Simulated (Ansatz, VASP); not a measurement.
## Two plane-wave programs on HfO2

POSCAR

```
HfO2
1.0
    3.5405619830      0.0000000000      0.0000000000
    0.0000000000      3.5405619830      0.0000000000
    0.0000000000      0.0000000000      5.1496730790
Hf O
2 4
Direct
    0.5000000000      0.5000000000      0.5000000000
    0.0000000000      0.0000000000      0.0000000000
    0.0000000000      0.5000000000      0.6962101053
    0.5000000000      0.0000000000      0.8037898947
    0.5000000000      0.0000000000      0.3037898947
    0.0000000000      0.5000000000      0.1962101053
```

File INCAR.step1:

```
SYSTEM = HfO2
ALGO = Normal ; EDIFF = 1E-4
ENCUT = 520 ; GGA = PE
ISMEAR = 0 ; LASPH = .True.
LCHARG = .False. ; LREAL = .False.
LWAVE = .True. ; NBANDS = 31
NELM = 80 ; PREC = Accurate
SIGMA = 0.01
```

Contents of INCAR.step2:

```
SYSTEM = HfO2
ALGO = Normal ; EDIFF = 1E-7
ENCUT = 520 ; ISIF = 2
ISMEAR = 0 ; ISTART = 1
LASPH = .True. ; LCHARG = .False.
LMIXTAU = .True. ; LREAL = .False.
LWAVE = .False. ; METAGGA = R2SCAN
NBANDS = 31 ; NELM = 80
PREC = Accurate ; SIGMA = 0.01
```

Contents of KPOINTS:

```
k-points
0
Gamma
  6 6 4
  0 0 0
```

Input for Ansatz:

```yaml
crystal:
  lattice:
    - [3.540561983, 0.0, 0.0]
    - [0.0, 3.540561983, 0.0]
    - [0.0, 0.0, 5.149673079]
  atoms:
    - { symbol: Hf, position: [0.5, 0.5, 0.5] }
    - { symbol: Hf, position: [0.0, 0.0, 0.0] }
    - { symbol: O, position: [0.0, 0.5, 0.6962101053] }
    - { symbol: O, position: [0.5, 0.0, 0.8037898947] }
    - { symbol: O, position: [0.5, 0.0, 0.3037898947] }
    - { symbol: O, position: [0.0, 0.5, 0.1962101053] }
kpoints:
  mp_grid: { grid: [6, 6, 4] }
hamiltonian:
  xc: r2scan
scf:
  occupations: { method: fixed }
  n_extra_bands: 5
output:
  forces: true
  stress: true
  eigenvalues: true
```

Alike in both runs: task single point; functional r2SCAN; k mesh 6 × 6 × 4; no spin polarisation.

```csv
,VASP,Ansatz
version,VASP 6.6.1,Ansatz 0.2.0
potentials or method,"VASP PAW PBE potentials, release 64 (Hf_pv, O)","plane waves, PAW"
plane-wave cutoff (eV),520,500
occupations,"gaussian, width 0.01 eV",fixed
valence electrons in the cell,44,76
```

```tsv
	VASP	Ansatz	Ansatz less VASP
gap on the k mesh at the Fermi level (eV)	5.38	5.39	+0.017
pressure (GPa)	4.7	8.5	+3.77
traceless stress, the component that is largest in VASP (GPa)	-0.59	-0.73	-0.144
rms of the force components (eV/Å)	0.053	0.083	+0.0303
```

VASP's potentials were made for PBE, not for r2SCAN. Atom by atom the forces differ by 0.030 eV/Å (rms over components). VASP's potentials hold 44 valence electrons a cell and Ansatz's 76, so a difference there can come from the potentials and not from the codes.

Neither program's run includes spin-orbit coupling.
